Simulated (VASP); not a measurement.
# HfN (C2) in VASP: single point with PBEsol

Aim: the single point of HfN with PBEsol.

All numbers are computed with VASP 6.6.1; they aren't measurements. Logs are shortened: lines on timing, memory, paths and dates and some standing lists are left out, and cuts for length are marked.

## Step 1: The cell of the first run

Symmetry: C2, No. 5, monoclinic system. The conventional cell has a = 5.739 Å, b = 3.027 Å, c = 5.581 Å, α = 90.00°, β = 95.07°, γ = 90.00°. Within 2.8 Å of Hf (site symmetry 1) lie 6 N at 2.12 to 2.51 Å. Within 2.8 Å of N (site symmetry 2) lie 6 Hf at 2.12 to 2.51 Å and 2 N at 2.79 Å. Within 3.0 Å of N (site symmetry 2) lie 6 Hf at 2.26 to 2.32 Å and 2 N at 2.79 Å.

## Step 2: Single point, PBEsol (strained and its atoms moved)

The input, INCAR:

```
PREC = Accurate
ENCUT = 520
EDIFF = 1E-6
ISMEAR = 0
SIGMA = 0.1
LREAL = F
LASPH = T
NELM = 100
ALGO = Normal
ISIF = 2
LWAVE = F
LCHARG = F
GGA = PS
NBANDS = 23
```

The input, KPOINTS:

```
Automatic mesh
0
Gamma
  14 14 8
```

The input, POSCAR:

```
HfN
1.0
    3.2391759924      0.1226298209      0.1253563209
   -1.5133874561      2.6212732802     -0.0000108854
    0.2166707088      0.1250731667      5.5755331819
Hf N
2 2
Direct
    0.5948571473      0.3028313741      0.7453743379
    0.4051428527      0.7079742368      0.2546256621
    0.0000000000     -0.0297355407      0.0000000000
    0.0000000000      0.0189299298      0.5000000000
```

Potentials or basis: VASP PAW PBE potentials, release 64 (Hf_pv, N).

On the command line:

```
$ cat potpaw_PBE.64/Hf_pv/POTCAR potpaw_PBE.64/N/POTCAR > POTCAR
$ mpirun -np 1 vasp_std > vasp.out
```

OUTCAR:

```text
PREC = Accurate
   ENCUT = 520
   EDIFF = 1E-6
   ISMEAR = 0
   LREAL = F
   LASPH = T
   NELM = 100
   ISIF = 2
   GGA = PS

 ion  position               nearest neighbor table
   1  0.595  0.303  0.745-   3 2.12   4 2.26   4 2.28   4 2.32   3 2.38   3 2.51   2 3.22   2 3.22
                             2 3.22   2 3.22   2 3.43   2 3.83
   2  0.405  0.708  0.255-   3 2.12   4 2.26   4 2.28   4 2.32   3 2.38   3 2.51   1 3.22   1 3.22
                             1 3.22   1 3.22   1 3.43   1 3.83
   3  0.000  0.970  0.000-   2 2.12   1 2.12   1 2.38   2 2.38   2 2.51   1 2.51
   4  0.000  0.019  0.500-   1 2.26   2 2.26   2 2.28   1 2.28   2 2.32   1 2.32

  LATTYP: Found a base centered monoclinic cell.
 ALAT       =     5.7385307470
 B/A-ratio  =     0.5274491176
 C/A-ratio  =     0.9725735517
 COS(beta)  =    -0.0884264838

  Lattice vectors:

 A1 = (  -3.2391759924,  -0.1226298209,  -0.1253563209)
 A2 = (  -1.7257885363,  -2.7439031011,  -0.1253454355)
 A3 = (   0.2166707088,   0.1250731667,   5.5755331819)

Analysis of symmetry for initial positions (statically):
=====================================================================
 Subroutine PRICEL returns:
 Original cell was already a primitive cell.

 Routine SETGRP: Setting up the symmetry group for a
 base centered monoclinic supercell.

 Subroutine GETGRP returns: Found  2 space group operations
 (whereof  2 operations were pure point group operations)
 out of a pool of  4 trial point group operations.

The static configuration has the point symmetry C_2 .

Analysis of symmetry for dynamics (positions and initial velocities):
=====================================================================
 Subroutine PRICEL returns:
 Original cell was already a primitive cell.

 Routine SETGRP: Setting up the symmetry group for a
 base centered monoclinic supercell.

 Subroutine GETGRP returns: Found  2 space group operations
 (whereof  2 operations were pure point group operations)
 out of a pool of  4 trial point group operations.

The dynamic configuration has the point symmetry C_2 .

 Subroutine INISYM returns: Found  2 space group operations
 (whereof  2 operations are pure point group operations),
 and found     1 'primitive' translations

----------------------------------------------------------------------------------------

                                     Primitive cell

  volume of cell :      48.2804

  direct lattice vectors                    reciprocal lattice vectors
     3.239175992  0.122629821  0.125356321     0.302710982  0.174769581 -0.015684166
    -1.513387456  2.621273280 -0.000010885    -0.013836844  0.373505279 -0.007840945
     0.216670709  0.125073167  5.575533182    -0.006805965 -0.003928666  0.179707660

  length of vectors
     3.243919449  3.026782979  5.581143230     0.349891895  0.373843727  0.179879401

  position of ions in fractional coordinates (direct lattice)
     0.594857147  0.302831374  0.745374338
     0.405142853  0.707974237  0.254625662
     1.000000000  0.970264459  1.000000000
     1.000000000  0.018929930  0.500000000

  ion indices of the primitive-cell ions
   primitive index   ion index
                 1           1
                 2           2
                 3           3
                 4           4

----------------------------------------------------------------------------------------

 KPOINTS: Automatic mesh

Automatic generation of k-mesh.
 Grid dimensions read from file:
 generate k-points for:   14   14    8

 Generating k-lattice:

  Cartesian coordinates                     Fractional coordinates (reciprocal lattice)
     0.021622213  0.012483542 -0.001120298     0.071428571 -0.000000000  0.000000000
    -0.000988346  0.026678949 -0.000560068    -0.000000000  0.071428571 -0.000000000
    -0.000850746 -0.000491083  0.022463458     0.000000000 -0.000000000  0.125000000

  Length of vectors
     0.024992278  0.026703123  0.022484925

  Shift w.r.t. Gamma in fractional coordinates (k-lattice)
     0.000000000  0.000000000  0.000000000

 Subroutine IBZKPT returns following result:
 ===========================================

 Found    429 irreducible k-points:

 Following reciprocal coordinates:
            Coordinates               Weight
  0.000000  0.000000  0.000000      1.000000
  0.071429  0.000000  0.000000      2.000000
  0.142857  0.000000  0.000000      2.000000
  0.214286  0.000000 -0.000000      2.000000
  0.285714  0.000000  0.000000      2.000000
  0.357143  0.000000 -0.000000      2.000000
[... 16 lines left out ...]
 -0.071429  0.142857  0.000000      2.000000
  0.000000  0.214286  0.000000      4.000000
 [... further k-points ...]
   k-points           NKPTS =    429   k-points in BZ     NKDIM =    429   number of bands    NBANDS=     23
   number of dos      NEDOS =    301   number of ions     NIONS =      4
   total plane-waves  NPLWV =  24192
   dimension x,y,z NGX =    24 NGY =   24 NGZ =   42
   dimension x,y,z NGXF=    48 NGYF=   48 NGZF=   84
   ions per type =               2   2
   NGX,Y,Z   is equivalent  to a cutoff of  12.30, 13.18, 12.51 a.u.
   NGXF,Y,Z  is equivalent  to a cutoff of  24.60, 26.36, 25.02 a.u.
 SYSTEM =  unknown system
   PREC   = accura    normal or accurate (medium, high low for compatibility)
   ISTART =      0    job   : 0-new  1-cont  2-samecut
   ICHARG =      2    charge: 1-file 2-atom 10-const
   ISPIN  =      1    spin polarized calculation?
   LNONCOLLINEAR =      F non collinear calculations
   LSORBIT =      F    spin-orbit coupling
   LASPH  =      T    aspherical Exc in radial PAW
   ENCUT  =  520.0 eV  38.22 Ry    6.18 a.u.   6.03  5.63 10.38*2*pi/ulx,y,z
   NELM   =    100;   NELMIN=  2; NELMDL= -5     # of ELM steps
   EDIFF  = 0.1E-05   stopping-criterion for ELM
   LREAL  =      F    real-space projection
   EDIFFG = 0.1E-04   stopping-criterion for IOM
   NSW    =      0    number of steps for IOM
   IBRION =     -1    ionic relax: 0-MD 1-quasi-New 2-CG
   NFREE  =      0    steps in history (QN), initial steepest desc. (CG)
   ISIF   =      2    stress and relaxation
   ISYM   =      2    0-nonsym 1-usesym 2-fastsym
   POTIM  = 0.5000    time-step for ionic-motion
   TEBEG  =    0.0;   TEEND  =   0.0 temperature during run
   PSTRESS=    0.0 pullay stress
   NELECT =      30.0000    total number of electrons
   NUPDOWN=      -1.0000    fix difference up-down
   EMIN   =  10.00;   EMAX   =-10.00  energy-range for DOS
   EFERMI =   0.00;   METHOD = LEGACY
   ISMEAR =     0;   SIGMA  =   0.10  broadening in eV -4-tet -1-fermi 0-gaus
   EFERMI_NEDOS =   21; number of points for ismear=-14 and -15
   IALGO  =     38    algorithm
   IMIX   =      4    mixing-type and parameters
     AMIX     =   0.40;   BMIX     =  1.00
     AMIX_MAG =   1.60;   BMIX_MAG =  1.00
  volume/ion in A,a.u.               =      12.07        81.45
  Fermi-wavevector in a.u.,A,eV,Ry     =   1.396985  2.639919 26.552680  1.951567
  Thomas-Fermi vector in A             =   2.520286
   LORBIT       =      0    0 simple, 1 ext, 2 COOP (PROOUT), +10 PAW based schemes
   GGA     = PS    functional components
   LHFCALC =     F    Hartree Fock is set to
   AEXX    =    0.0000 exact exchange contribution
   IVDW    =     0    specifies the selected vdW correction
   LEPSILON=     F    determine dielectric tensor
   LRPA    =     F    only Hartree local field effects (RPA)
 non-spin polarized calculation
 Gauss-broadening in eV      SIGMA  =   0.10
  energy-cutoff  :      520.00
  volume of cell :       48.28
 maximum number of plane-waves:      1324
   NGX = 13   NGY = 11   NGZ = 21

 number of electron      30.0000000 magnetization

 Free energy of the ion-electron system (eV)
  ---------------------------------------------------
  ext. energy  EPLUGINS =         0.00000000
  ---------------------------------------------------
  free energy    TOTEN  =       -44.95988407 eV

  energy without entropy =      -44.95388143  energy(sigma->0) =      -44.95688275

 E-fermi :   7.1610     XC(G=0): -12.6489

 val. band max:        7.1581989569   @ k =   0.4286   0.0714   0.3750
 cond. band min:       7.1676691208   @ k =   0.1429   0.0714  -0.0000
 fundamental gap:      0.0094701639
 Fermi energy:         7.1609536021

 k-point     1 :       0.0000    0.0000    0.0000
  band No.  band energies     occupation
      1     -24.3476      2.00000
      2     -23.5767      2.00000
      3     -23.4861      2.00000
      4     -23.4675      2.00000
      5     -23.4466      2.00000
      6     -23.3527      2.00000
[... 15 lines left out ...]
     22      11.8825      0.00000
     23      12.7752      0.00000

 k-point     2 :       0.0714    0.0000    0.0000
  band No.  band energies     occupation
      1     -24.3357      2.00000
      2     -23.5772      2.00000
      3     -23.5286      2.00000
      4     -23.4910      2.00000
      5     -23.4532      2.00000
      6     -23.3569      2.00000
[... 15 lines left out ...]
     22      11.8472      0.00000
     23      12.7466      0.00000

 k-point     3 :       0.1429    0.0000    0.0000
  band No.  band energies     occupation
      1     -24.3020      2.00000
      2     -23.6405      2.00000
      3     -23.5880      2.00000
      4     -23.5524      2.00000
      5     -23.4713      2.00000
      6     -23.3686      2.00000
[... 15 lines left out ...]
     22      11.9238      0.00000
     23      12.6348      0.00000

 k-point     4 :       0.2143    0.0000   -0.0000
  band No.  band energies     occupation
      1     -24.2530      2.00000
      2     -23.7923      2.00000
      3     -23.6829      2.00000
      4     -23.5657      2.00000
      5     -23.4966      2.00000
      6     -23.3856      2.00000
[... 15 lines left out ...]
     22      12.3217      0.00000
     23      12.6291      0.00000

 k-point     5 :       0.2857    0.0000    0.0000
  band No.  band energies     occupation
      1     -24.1989      2.00000
      2     -23.9545      2.00000
      3     -23.7994      2.00000
      4     -23.5672      2.00000
      5     -23.5233      2.00000
      6     -23.4046      2.00000
[... 434 lines left out ...]
 k-point    22 :       0.4286    0.1429   -0.0000
  band No.  band energies     occupation
      1     -24.1778      2.00000
      2     -24.0859      2.00000
      3     -23.9280      2.00000
      4     -23.7026      2.00000
      5     -23.5817      2.00000
      6     -23.5767      2.00000
[... 15 lines left out ...]
     22      13.2179      0.00000
     23      13.3420      0.00000

 k-point    23 :      -0.0714    0.1429    0.0000
  band No.  band energies     occupation
      1     -24.2911      2.00000
      2     -23.6030      2.00000
      3     -23.5724      2.00000
      4     -23.5264      2.00000
      5     -23.4897      2.00000
      6     -23.4718      2.00000
[... 15 lines left out ...]
     22      11.6219      0.00000
     23      12.0756      0.00000

 k-point    24 :       0.0000    0.2143    0.0000
  band No.  band energies     occupation
      1     -24.2025      2.00000
      2     -23.7852      2.00000
      3     -23.7143      2.00000
      4     -23.5968      2.00000
      5     -23.5637      2.00000
      6     -23.4936      2.00000
[... 15 lines left out ...]
     22      11.9654      0.00000
     23      12.5626      0.00000

 [... further k-points ...]
[... 5 lines left out ...]
  --------------------------------------------------------------------------------------
  -------------------------------------------------------------------------------------
  Total       -5.2641051     -0.2270997     -3.7414629     -4.3621731     -1.3606375     -2.3566938
  in kB     -174.6886011     -7.5362712   -124.1599309   -144.7581124    -45.1525683    -78.2065585
  external PRESSURE =    -102.1282677 kB  Pullay stress =       0.0000000 kB

 VOLUME and BASIS-vectors are now :
 -----------------------------------------------------------------------------
  energy-cutoff  :      520.00
  volume of cell :       48.28
      direct lattice vectors                 reciprocal lattice vectors
     3.239175992  0.122629821  0.125356321     0.302710982  0.174769581 -0.015684166
    -1.513387456  2.621273280 -0.000010885    -0.013836844  0.373505279 -0.007840945
     0.216670709  0.125073167  5.575533182    -0.006805965 -0.003928666  0.179707660

 POSITION                                       TOTAL-FORCE (eV/Angst)
 -----------------------------------------------------------------------------------
      1.63005      0.95998      4.23043         1.319176      0.697787     -0.271168
      0.29606      1.93732      1.47045        -1.263886     -0.793552      0.271168
     -1.46839      2.54333     -0.00001        -0.277012      0.479801     -0.000002
      0.07969      0.11216      2.78777         0.221722     -0.384036      0.000002
 -----------------------------------------------------------------------------------
    total drift:                                0.000063      0.000077     -0.000033

  FREE ENERGIE OF THE ION-ELECTRON SYSTEM (eV)
  ---------------------------------------------------
  free  energy   TOTEN  =       -44.9598840694 eV

  energy  without entropy=      -44.9538814286  energy(sigma->0) =      -44.95688275
```

Wall time 4.6 min (1 thread of Intel Xeon Platinum 8488C (Sapphire Rapids), shared host); peak memory 0.48 GiB.

What came out:

```yaml
Free_energy: -44.9599 eV
Pressure: -10.2 GPa
Largest_force: 1.517 eV/Å
Band_gap_on_the_k_mesh: zero (band 15 reaches 7.89 eV, above the bottom of band 16 at 6.45 eV)
```

Forces on the atoms (eV/Å):
```
Hf   1.319  0.698 -0.271
Hf  -1.264 -0.794  0.271
N   -0.277  0.480  0.000
N    0.222 -0.384  0.000
```

Levels at points of the mesh, in eV from the Fermi level:
```tsv
k point	band 13	band 14	band 15	band 16	band 17	band 18
(0.00, 0.00, 0.00)	-2.08	-1.75	-1.02	-0.71	1.44	1.85
(0.50, 0.00, 0.00)	-3.00	-2.94	-2.24	0.97	3.84	4.22
(0.00, 0.50, 0.00)	-3.21	-2.44	-1.86	1.46	3.28	3.87
(0.00, 0.00, 0.50)	-3.57	-2.91	0.43	0.89	1.65	1.76
(0.50, 0.00, 0.50)	-3.61	-2.99	-1.31	-0.36	4.50	4.66
(0.00, 0.50, 0.50)	-4.50	-4.14	0.26	0.46	2.96	4.15
```

Caveat: the cell differs from its parent crystal (strained and its atoms moved); the PAW data sets were made with another functional, which shifts forces and pressure a little; spin-orbit coupling is left out, which moves the levels of the heavy elements.
